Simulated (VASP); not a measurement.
Runs of VASP 6.6.1 on Nb3C4. The structure is that of space group Pm-3m (No. 221), or close to it. The cells are those of the table. The cell was generated, and may not be a known phase.

```tsv
task	cell	k mesh	cutoff (eV)	gap on the mesh (eV)	pressure (GPa)
single point	a = 4.392 Å, 7 atoms	8 × 8 × 8	520	none	-0.3
single point	a = 4.390 Å, 7 atoms	4 × 4 × 4	520	none	(a)
single point	a = 3.819 Å, 7 atoms	4 × 4 × 4	520	none	198.3
relaxation of cell and atoms	relaxed from a = 3.819 Å, 7 atoms	4 × 4 × 4	600	none	0.3
relaxation of cell and atoms	relaxed from a = 4.390 Å, 7 atoms	8 × 8 × 8	600	none	-0.1
```

Alike in all rows: level PBE; potentials or basis VASP PAW PBE potentials, release 64 (Nb_sv, C); no spin polarisation; smearing gaussian 0.1 eV.

Fill in the values left out.

(a) 0.0.

Caveats: some runs use coarse meshes; the relaxation stopped at its first step, so nothing moved (at least some runs).

A k mesh can miss the band edges, and the runs leave out spin-orbit coupling on Nb.

A gap of «none» marks levels without a gap at the run's occupations.
